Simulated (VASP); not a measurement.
A run of VASP 6.6.1 is set up as follows.

The input INCAR:

```
SYSTEM = In2Sb
PREC = Accurate
ENCUT = 500
EDIFF = 1E-6
ISMEAR = 0
SIGMA = 0.1
LREAL = .False.
LASPH = .True.
NELM = 120
ALGO = Normal
ISIF = 2
LWAVE = .False.
LCHARG = .False.
GGA = PS
NBANDS = 40
GGA_COMPAT = .False.
```

KPOINTS

```
regular mesh
0
Gamma
  12 12 10
  0 0 0
```

Contents of POSCAR:

```
In2Sb
1.0
    5.3799042018      0.0000000000      0.0000000000
   -2.6899521009      4.6591337087      0.0000000000
    0.0000000000      0.0000000000      6.7225520000
In Sb
4 2
Direct
    0.6666666667      0.3333333333      0.2500000000
    0.3333333333      0.6666666667      0.7500000000
    0.0000000000      0.0000000000      0.5000000000
    0.0000000000      0.0000000000      0.0000000000
    0.6666666667      0.3333333333      0.7500000000
    0.3333333333      0.6666666667      0.2500000000
```

Potentials or basis: VASP PAW PBE potentials, release 64 (In_d, Sb).

The run is started by

```sh
$ cat potpaw_PBE.64/In_d/POTCAR potpaw_PBE.64/Sb/POTCAR > POTCAR
$ mpirun -np 1 vasp_std > vasp.out
```

Problem. Predict the pressure.

Solution. -2.6 GPa.

Problem. Predict the band gap on the k mesh.

Solution. Zero (bands 31 and 32 overlap by 1.95 eV).

Stress tensor (GPa, compression positive):
```
-2.17  0.00  0.00
 0.00 -2.17  0.00
 0.00  0.00 -3.38
```

Caveat: the PAW data sets were made with another functional, which shifts forces and pressure a little; spin-orbit coupling is left out, which moves the levels of the heavy elements.
